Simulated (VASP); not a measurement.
# InP (Fm-3m) in VASP: further runs, part 2 of 3

VASP 6.6.1. The steps go on from the part before.

**5. Single point, PBE (21.31 Å³/atom)**

This run uses another cell than the first one, of 21.31 Å³/atom.

File INCAR:

```
SYSTEM = InP
PREC = Accurate
ENCUT = 520
EDIFF = 1E-7
ISMEAR = 0
SIGMA = 0.05
LREAL = .False.
LASPH = .True.
NELM = 100
ALGO = Normal
ISIF = 2
LWAVE = .False.
LCHARG = .False.
GGA = PE
NBANDS = 16
```

File KPOINTS:

```
regular mesh
0
Gamma
  14 14 14
  0 0 0
```

File POSCAR:

```
InP
1.0
    0.0000000000      2.7725208672      2.7725208672
    2.7725208672      0.0000000000      2.7725208672
    2.7725208672      2.7725208672      0.0000000000
In P
1 1
Direct
    0.0000000000      0.0000000000      0.0000000000
    0.5000000000      0.5000000000      0.5000000000
```

Potentials or basis: VASP PAW PBE potentials, release 64 (In_d, P).

The run is started by

```console
> cat potpaw_PBE.64/In_d/POTCAR potpaw_PBE.64/P/POTCAR > POTCAR
> mpirun -np 1 vasp_std > vasp.out
```

OUTCAR:

```text
SYSTEM = InP
   PREC = Accurate
   ENCUT = 520
   EDIFF = 1E-7
   ISMEAR = 0
   LREAL = .False.
   LASPH = .True.
   NELM = 100
   ISIF = 2
   GGA = PE

 ion  position               nearest neighbor table
   1  0.000  0.000  0.000-   2 2.77   2 2.77   2 2.77   2 2.77   2 2.77   2 2.77
   2  0.500  0.500  0.500-   1 2.77   1 2.77   1 2.77   1 2.77   1 2.77   1 2.77

  LATTYP: Found a face centered cubic cell.
 ALAT       =     5.5450417344

  Lattice vectors:

 A1 = (   0.0000000000,   2.7725208672,   2.7725208672)
 A2 = (   2.7725208672,   0.0000000000,   2.7725208672)
 A3 = (   2.7725208672,   2.7725208672,   0.0000000000)

Analysis of symmetry for initial positions (statically):
=====================================================================
 Subroutine PRICEL returns:
 Original cell was already a primitive cell.

 Routine SETGRP: Setting up the symmetry group for a
 face centered cubic supercell.

 Subroutine GETGRP returns: Found 48 space group operations
 (whereof 48 operations were pure point group operations)
 out of a pool of 48 trial point group operations.

The static configuration has the point symmetry O_h .

Analysis of symmetry for dynamics (positions and initial velocities):
=====================================================================
 Subroutine PRICEL returns:
 Original cell was already a primitive cell.

 Routine SETGRP: Setting up the symmetry group for a
 face centered cubic supercell.

 Subroutine GETGRP returns: Found 48 space group operations
 (whereof 48 operations were pure point group operations)
 out of a pool of 48 trial point group operations.

The dynamic configuration has the point symmetry O_h .

 Subroutine INISYM returns: Found 48 space group operations
 (whereof 48 operations are pure point group operations),
 and found     1 'primitive' translations

----------------------------------------------------------------------------------------

                                     Primitive cell

  volume of cell :      42.6240

  direct lattice vectors                    reciprocal lattice vectors
     0.000000000  2.772520867  2.772520867    -0.180341294  0.180341294  0.180341294
     2.772520867  0.000000000  2.772520867     0.180341294 -0.180341294  0.180341294
     2.772520867  2.772520867  0.000000000     0.180341294  0.180341294 -0.180341294

  length of vectors
     3.920936612  3.920936612  3.920936612     0.312360283  0.312360283  0.312360283

  position of ions in fractional coordinates (direct lattice)
     0.000000000  0.000000000  0.000000000
     0.500000000  0.500000000  0.500000000

  ion indices of the primitive-cell ions
   primitive index   ion index
                 1           1
                 2           2

----------------------------------------------------------------------------------------

 KPOINTS: regular mesh

Automatic generation of k-mesh.
 Grid dimensions read from file:
 generate k-points for:   14   14   14

 Generating k-lattice:

  Cartesian coordinates                     Fractional coordinates (reciprocal lattice)
    -0.012881521  0.012881521  0.012881521     0.071428571  0.000000000  0.000000000
     0.012881521 -0.012881521  0.012881521     0.000000000  0.071428571  0.000000000
     0.012881521  0.012881521 -0.012881521     0.000000000  0.000000000  0.071428571

  Length of vectors
     0.022311449  0.022311449  0.022311449

  Shift w.r.t. Gamma in fractional coordinates (k-lattice)
     0.000000000  0.000000000  0.000000000

 Subroutine IBZKPT returns following result:
 ===========================================

 Found    104 irreducible k-points:

 Following reciprocal coordinates:
            Coordinates               Weight
  0.000000  0.000000  0.000000      1.000000
  0.071429  0.000000  0.000000      8.000000
  0.142857  0.000000  0.000000      8.000000
  0.214286  0.000000  0.000000      8.000000
  0.285714  0.000000  0.000000      8.000000
  0.357143  0.000000  0.000000      8.000000
[... 16 lines left out ...]
  0.214286  0.142857  0.000000     24.000000
  0.285714  0.142857  0.000000     24.000000
 [... further k-points ...]
   k-points           NKPTS =    104   k-points in BZ     NKDIM =    104   number of bands    NBANDS=     16
   number of dos      NEDOS =    301   number of ions     NIONS =      2
   total plane-waves  NPLWV =  27000
   dimension x,y,z NGX =    30 NGY =   30 NGZ =   30
   dimension x,y,z NGXF=    60 NGYF=   60 NGZF=   60
   ions per type =               1   1
   NGX,Y,Z   is equivalent  to a cutoff of  12.72, 12.72, 12.72 a.u.
   NGXF,Y,Z  is equivalent  to a cutoff of  25.44, 25.44, 25.44 a.u.
 SYSTEM =  InP
   PREC   = accura    normal or accurate (medium, high low for compatibility)
   ISTART =      0    job   : 0-new  1-cont  2-samecut
   ICHARG =      2    charge: 1-file 2-atom 10-const
   ISPIN  =      1    spin polarized calculation?
   LNONCOLLINEAR =      F non collinear calculations
   LSORBIT =      F    spin-orbit coupling
   LASPH  =      T    aspherical Exc in radial PAW
   ENCUT  =  520.0 eV  38.22 Ry    6.18 a.u.   7.29  7.29  7.29*2*pi/ulx,y,z
   NELM   =    100;   NELMIN=  2; NELMDL= -5     # of ELM steps
   EDIFF  = 0.1E-06   stopping-criterion for ELM
   LREAL  =      F    real-space projection
   EDIFFG = 0.1E-05   stopping-criterion for IOM
   NSW    =      0    number of steps for IOM
   IBRION =     -1    ionic relax: 0-MD 1-quasi-New 2-CG
   NFREE  =      0    steps in history (QN), initial steepest desc. (CG)
   ISIF   =      2    stress and relaxation
   ISYM   =      2    0-nonsym 1-usesym 2-fastsym
   POTIM  = 0.5000    time-step for ionic-motion
   TEBEG  =    0.0;   TEEND  =   0.0 temperature during run
   PSTRESS=    0.0 pullay stress
   NELECT =      18.0000    total number of electrons
   NUPDOWN=      -1.0000    fix difference up-down
   EMIN   =  10.00;   EMAX   =-10.00  energy-range for DOS
   EFERMI =   0.00;   METHOD = LEGACY
   ISMEAR =     0;   SIGMA  =   0.05  broadening in eV -4-tet -1-fermi 0-gaus
   EFERMI_NEDOS =   21; number of points for ismear=-14 and -15
   IALGO  =     38    algorithm
   IMIX   =      4    mixing-type and parameters
     AMIX     =   0.40;   BMIX     =  1.00
     AMIX_MAG =   1.60;   BMIX_MAG =  1.00
  volume/ion in A,a.u.               =      21.31       143.82
  Fermi-wavevector in a.u.,A,eV,Ry     =   1.228233  2.321024 20.525162  1.508557
  Thomas-Fermi vector in A             =   2.363166
   LORBIT       =      0    0 simple, 1 ext, 2 COOP (PROOUT), +10 PAW based schemes
   GGA     = PE    functional components
   LHFCALC =     F    Hartree Fock is set to
   AEXX    =    0.0000 exact exchange contribution
   IVDW    =     0    specifies the selected vdW correction
   LEPSILON=     F    determine dielectric tensor
   LRPA    =     F    only Hartree local field effects (RPA)
 non-spin polarized calculation
 Gauss-broadening in eV      SIGMA  =   0.05
  energy-cutoff  :      520.00
  volume of cell :       42.62
 maximum number of plane-waves:      1164
 NGX is ok and might be reduce to    30
   NGX = 15   NGY = 15   NGZ = 15

 number of electron      18.0000008 magnetization

 Free energy of the ion-electron system (eV)
  ---------------------------------------------------
  ext. energy  EPLUGINS =         0.00000000
  ---------------------------------------------------
  free energy    TOTEN  =        -7.91535536 eV

  energy without entropy =       -7.91347169  energy(sigma->0) =       -7.91441352

 E-fermi :   6.9390     XC(G=0): -10.3783

 val. band max:        6.9373264113   @ k =   0.5000   0.3571   0.0714
 cond. band min:       6.9599564895   @ k =  -0.3571   0.1429   0.0000
 fundamental gap:      0.0226300781
 Fermi energy:         6.9390414920

 k-point     1 :       0.0000    0.0000    0.0000
  band No.  band energies     occupation
      1      -7.2169      2.00000
      2      -7.2169      2.00000
      3      -7.1972      2.00000
      4      -7.1972      2.00000
      5      -7.1972      2.00000
      6      -4.9954      2.00000
[... 8 lines left out ...]
     15      15.4433      0.00000
     16      15.4433      0.00000
[... 419 lines left out ...]
 k-point    24 :       0.2857    0.1429    0.0000
  band No.  band energies     occupation
      1      -7.2953      2.00000
      2      -7.2189      2.00000
      3      -7.2095      2.00000
      4      -7.1585      2.00000
      5      -7.1450      2.00000
      6      -4.0625      2.00000
[... 8 lines left out ...]
     15      17.0886      0.00000
     16      17.2453      0.00000

 [... further k-points ...]

------------------------ aborting loop because EDIFF is reached ----------------------------------------

  FORCE on cell =-STRESS in cart. coord.  units (eV):
  Direction    XX          YY          ZZ          XY          YZ          ZX
  --------------------------------------------------------------------------------------
  -------------------------------------------------------------------------------------
  Total       -0.0601853     -0.0601853     -0.0601853      0.0000000     -0.0000000      0.0000000
  in kB       -2.2622818     -2.2622818     -2.2622818      0.0000000     -0.0000000      0.0000000
  external PRESSURE =      -2.2622818 kB  Pullay stress =       0.0000000 kB

 VOLUME and BASIS-vectors are now :
 -----------------------------------------------------------------------------
  energy-cutoff  :      520.00
  volume of cell :       42.62
      direct lattice vectors                 reciprocal lattice vectors
     0.000000000  2.772520867  2.772520867    -0.180341294  0.180341294  0.180341294
     2.772520867  0.000000000  2.772520867     0.180341294 -0.180341294  0.180341294
     2.772520867  2.772520867  0.000000000     0.180341294  0.180341294 -0.180341294

 POSITION                                       TOTAL-FORCE (eV/Angst)
 -----------------------------------------------------------------------------------
      0.00000      0.00000      0.00000         0.000000     -0.000000      0.000000
      2.77252      2.77252      2.77252        -0.000000      0.000000     -0.000000
 -----------------------------------------------------------------------------------
    total drift:                               -0.000000      0.000000      0.000000

  FREE ENERGIE OF THE ION-ELECTRON SYSTEM (eV)
  ---------------------------------------------------
  free  energy   TOTEN  =        -7.9153553609 eV

  energy  without entropy=       -7.9134716863  energy(sigma->0) =       -7.91441352
```

OSZICAR:

```text
N       E                     dE             d eps       ncg     rms          rms(c)
DAV:   1     0.106176222147E+03    0.10618E+03   -0.85183E+03  3384   0.133E+03
DAV:   2    -0.162774355380E+01   -0.10780E+03   -0.10307E+03  3672   0.301E+02
DAV:   3    -0.806587903584E+01   -0.64381E+01   -0.63481E+01  4480   0.705E+01
DAV:   4    -0.821672127680E+01   -0.15084E+00   -0.15078E+00  4208   0.109E+01
DAV:   5    -0.822279072356E+01   -0.60694E-02   -0.60693E-02  4888   0.195E+00    0.472E+00
DAV:   6    -0.792362085767E+01    0.29917E+00   -0.53599E-01  5008   0.120E+01    0.271E+00
DAV:   7    -0.791551180447E+01    0.81091E-02   -0.75712E-02  4792   0.221E+00    0.118E+00
DAV:   8    -0.791525970249E+01    0.25210E-03   -0.62281E-03  4344   0.989E-01    0.131E-01
DAV:   9    -0.791532453544E+01   -0.64833E-04   -0.51261E-04  5072   0.362E-01    0.780E-02
DAV:  10    -0.791534217342E+01   -0.17638E-04   -0.44276E-05  4152   0.550E-02    0.390E-02
DAV:  11    -0.791535456375E+01   -0.12390E-04   -0.13187E-05  4288   0.247E-02    0.728E-03
DAV:  12    -0.791535549036E+01   -0.92661E-06   -0.19958E-06  4184   0.216E-02    0.585E-03
DAV:  13    -0.791535531888E+01    0.17148E-06   -0.11420E-07  3472   0.406E-03    0.259E-03
DAV:  14    -0.791535536085E+01   -0.41975E-07   -0.27250E-08  2176   0.165E-03
   1 F= -.79153554E+01 E0= -.79144135E+01  d E =-.188367E-02
```

stdout:

```text
POSCAR found type information on POSCAR InP
 POSCAR found :  2 types and       2 ions
 scaLAPACK will be used
 LDA part: xc-table for (Slater+PW92), standard interpolation
 POSCAR, INCAR and KPOINTS ok, starting setup
 FFT: planning ... GRIDC
 FFT: planning ... GRID_SOFT
 FFT: planning ... GRID
 WAVECAR not read
 entering main loop
```

Wall time 65 s (1 thread of Intel Xeon Platinum 8488C (Sapphire Rapids), shared host); peak memory 0.21 GiB.

What came out:

* Free energy: -7.9154 eV
* Pressure: -0.2 GPa
* Band gap on the k mesh: zero (bands 9 and 10 overlap by 2.62 eV)

Caveat: spin-orbit coupling is left out, which moves the levels of the heavy elements.

(Continued in part 3 of 3.)
